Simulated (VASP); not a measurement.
Sn:

```
Sn
1.0
    -2.89942    2.90080    1.55817
     2.90080   -2.89942    1.55817
     2.89858    2.89858   -1.55564
Sn
2
Cartesian
  2.9007 -2.8993 1.5582
  0.0000 2.8999 0.7803
```

Base run:

| Property | Result |
| --- | --- |
| Program | VASP 6.6.1 |
| Functional | LDA |
| Potentials or basis | VASP PAW LDA potentials, release 64 (Sn_d) |
| Cutoff | 520 eV |
| k mesh | 11 × 11 × 8 |
| Occupations | fermi-dirac, width 0.1 eV |
| Spin | no spin polarisation |

Its results: band gap on the k mesh zero (bands 14 and 15 overlap by 3.81 eV); pressure 0.0 GPa.

The run is repeated on the same cell with these changes: k mesh from 11 × 11 × 8 to 2 × 2 × 1. What comes out?

Band gap on the k mesh zero (bands 14 and 15 overlap by 1.72 eV); pressure 8.0 GPa.

Caveats: some runs use coarse meshes; spin-orbit coupling is left out, which moves the levels of the heavy elements.
